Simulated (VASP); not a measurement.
# Bi2Te3 (R3m) in VASP: notebook, part 2 of 2

VASP 6.6.1.

**4. Single point, PBE**

INCAR

```
PREC = Accurate
ENCUT = 520
EDIFF = 1E-6
ISMEAR = 0
SIGMA = 0.1
LREAL = False
LASPH = True
NELM = 60
ALGO = Normal
ISIF = 2
LWAVE = False
LCHARG = True
GGA = PE
LELF = True
LVHAR = True
NBANDS = 32
```

KPOINTS

```
Automatic mesh
0
Gamma
  6 6 6
```

POSCAR

```
Bi2Te3
1.0
    2.2085012539      1.2750787934      9.9466700000
   -2.2085012539      1.2750787934      9.9466700000
    0.0000000000     -2.5501575869      9.9466700000
Bi Te
2 3
Direct
    0.8120000000      0.8120000000      0.8120000000
    0.4020000000      0.4020000000      0.4020000000
    0.6110000000      0.6110000000      0.6110000000
    0.2000000000      0.2000000000      0.2000000000
    0.0000000000      0.0000000000      0.0000000000
```

The run is started by

```bash
$ cat potpaw_PBE.64/Bi_d/POTCAR potpaw_PBE.64/Te/POTCAR > POTCAR
$ mpirun -np 1 vasp_std > vasp.out
```

Run time: 14 min. Hardware: 1 thread of Intel Xeon 6975P-C, shared host; peak memory 0.97 GiB.

Results (log left out):

* Free energy: -16.9007 eV
* Pressure: 1.6 GPa
* Largest force: 1.246 eV/Å
* Band gap on the k mesh: zero (band 24 reaches 6.42 eV, above the bottom of band 25 at 6.32 eV)

Forces on the atoms (eV/Å):
```
Bi   0.000  0.000 -0.866
Bi   0.000  0.000 -0.478
Te   0.000  0.000 -0.733
Te   0.000  0.000  0.831
Te   0.000  0.000  1.246
```

Stress tensor (GPa, compression positive):
```
1.95 0.00 0.00
0.00 1.95 0.00
0.00 0.00 1.00
```

Levels at points of the mesh, in eV from the Fermi level:
| k point | band 22 | band 23 | band 24 | band 25 | band 26 | band 27 |
| --- | --- | --- | --- | --- | --- | --- |
| (0.00, 0.00, 0.00) | -0.43 | -0.42 | -0.42 | -0.05 | 0.32 | 0.32 |
| (0.50, 0.00, 0.00) | -2.16 | -0.27 | -0.22 | -0.10 | 0.48 | 2.55 |
| (0.50, 0.50, 0.00) | -1.79 | -1.04 | -0.46 | 0.39 | 1.16 | 1.78 |
| (0.50, 0.50, 0.50) | -0.85 | -0.66 | -0.66 | 0.45 | 0.89 | 0.89 |

Caveat: spin-orbit coupling is left out, which moves the levels of the heavy elements; forces of over 1 eV/Å act on the atoms, so gaps and moduli don't describe the material at rest.

**5. Single point, PBE**

INCAR

```
SYSTEM = Bi2Te3
PREC = Accurate
ENCUT = 520
EDIFF = 1E-6
ISMEAR = 0
SIGMA = 0.5
LREAL = .FALSE.
LASPH = .TRUE.
NELM = 80
ALGO = Normal
ISIF = 2
LWAVE = .FALSE.
LCHARG = .FALSE.
GGA = PE
NBANDS = 32
```

KPOINTS

```
Automatic mesh
0
G
  12 12 12
  0 0 0
```

POSCAR is that of step 4.

The run is started by

```bash
$ cat potpaw_PBE.64/Bi_d/POTCAR potpaw_PBE.64/Te/POTCAR > POTCAR
$ mpirun -np 1 vasp_std > vasp.out
```

Run time: 53 min. Hardware: 1 thread of Intel Xeon Platinum 8259CL at 2.50GHz (Skylake/Cascade Lake), shared host; peak memory 1.5 GiB.

It converged, with:

```yaml
Free_energy: -17.0221 eV
Pressure: 1.8 GPa
Largest_force: 1.154 eV/Å
Band_gap_on_the_k_mesh: zero (band 24 reaches 6.41 eV, above the bottom of band 25 at 6.33 eV)
```

Forces in eV/Å, atoms in the order of the input:
```
Bi   0.000  0.000 -0.940
Bi   0.000  0.000 -0.311
Te   0.000  0.000 -0.811
Te   0.000  0.000  0.907
Te   0.000  0.000  1.154
```

Stress tensor (GPa, compression positive):
```
2.14 0.00 0.00
0.00 2.14 0.00
0.00 0.00 1.19
```

Levels at points of the mesh, in eV from the Fermi level:
| k point | band 20 | band 21 | band 22 | band 23 | band 24 | band 25 | band 26 | band 27 | band 28 | band 29 |
| --- | --- | --- | --- | --- | --- | --- | --- | --- | --- | --- |
| (0.00, 0.00, 0.00) | -2.14 | -2.14 | -0.51 | -0.51 | -0.51 | -0.12 | 0.25 | 0.25 | 2.09 | 2.09 |
| (0.50, 0.00, 0.00) | -3.30 | -3.26 | -2.25 | -0.37 | -0.30 | -0.17 | 0.42 | 2.46 | 2.66 | 3.34 |
| (0.50, 0.50, 0.00) | -2.98 | -2.32 | -1.87 | -1.13 | -0.55 | 0.32 | 1.09 | 1.70 | 2.42 | 2.55 |
| (0.50, 0.50, 0.50) | -2.11 | -1.85 | -0.92 | -0.75 | -0.75 | 0.38 | 0.82 | 0.82 | 1.59 | 1.59 |

Caveat: spin-orbit coupling is left out, which moves the levels of the heavy elements; forces of over 1 eV/Å act on the atoms, so gaps and moduli don't describe the material at rest.

**6. Single point, PBE**

INCAR

```
SYSTEM = Bi2Te3
ALGO = Normal
EDIFF = 1E-7
ENCUT = 520
GGA = PE
ISIF = 2
ISMEAR = 1
LASPH = .True.
LCHARG = .False.
LREAL = .False.
LWAVE = .False.
NBANDS = 32
NELM = 100
PREC = Accurate
SIGMA = 0.01
```

KPOINTS

```
k-points
0
Gamma
  12 12 12
  0 0 0
```

POSCAR is that of step 5.

Potentials or basis: VASP PAW PBE potentials, release 64 (Bi_d, Te).

The run is started by

```bash
$ cat potpaw_PBE.64/Bi_d/POTCAR potpaw_PBE.64/Te/POTCAR > POTCAR
$ mpirun -np 1 vasp_std > vasp.out
```

It took 44 min on 1 thread of Intel Xeon 6975P-C (Granite Rapids), shared host; peak memory 1.5 GiB.

The run converged. Its results:

* Free energy: -16.8917 eV
* Pressure: 1.6 GPa
* Largest force: 1.219 eV/Å
* Band gap on the k mesh: zero (band 24 reaches 6.42 eV, above the bottom of band 25 at 6.32 eV)

Forces in eV/Å, atoms in the order of the input:
```
Bi   0.000  0.000 -0.914
Bi   0.000  0.000 -0.432
Te   0.000  0.000 -0.728
Te   0.000  0.000  0.855
Te   0.000  0.000  1.219
```

Stress tensor (GPa, compression positive):
```
1.85 0.00 0.00
0.00 1.85 0.00
0.00 0.00 1.17
```

Levels at points of the mesh, in eV from the Fermi level:
| k point | band 20 | band 21 | band 22 | band 23 | band 24 | band 25 | band 26 | band 27 | band 28 | band 29 |
| --- | --- | --- | --- | --- | --- | --- | --- | --- | --- | --- |
| (0.00, 0.00, 0.00) | -2.09 | -2.09 | -0.44 | -0.42 | -0.42 | -0.04 | 0.32 | 0.32 | 2.17 | 2.17 |
| (0.50, 0.00, 0.00) | -3.23 | -3.20 | -2.16 | -0.27 | -0.22 | -0.10 | 0.49 | 2.55 | 2.74 | 3.42 |
| (0.50, 0.50, 0.00) | -2.92 | -2.25 | -1.79 | -1.04 | -0.45 | 0.39 | 1.16 | 1.78 | 2.51 | 2.63 |
| (0.50, 0.50, 0.50) | -2.06 | -1.78 | -0.85 | -0.66 | -0.66 | 0.45 | 0.90 | 0.90 | 1.67 | 1.67 |

Caveat: spin-orbit coupling is left out, which moves the levels of the heavy elements; forces of over 1 eV/Å act on the atoms, so gaps and moduli don't describe the material at rest.

**7. Summary**

```tsv
k mesh	smearing	gap on the mesh (eV)	pressure (GPa)	largest force (eV/Å)
1 × 1 × 1	gaussian 0.1 eV	0.15	27.4	3.10
3 × 3 × 3	gaussian 0.1 eV	-	1.5	1.35
6 × 6 × 6	gaussian 0.1 eV	none	1.6	1.25
12 × 12 × 12	gaussian 0.5 eV	none	1.8	1.15
12 × 12 × 12	methfessel-paxton 0.01 eV	none	1.6	1.22
```

Alike in all rows: task single point; level PBE; potentials or basis VASP PAW PBE potentials, release 64 (Bi_d, Te); no spin polarisation; cell as given; cutoff (eV) 520.

Caveats: some runs use coarse meshes; spin-orbit coupling is left out, which moves the levels of the heavy elements; forces of over 1 eV/Å act on the atoms, so gaps and moduli don't describe the material at rest.

Total energies depend on the potentials used, so only differences within one code and one set of settings carry meaning.
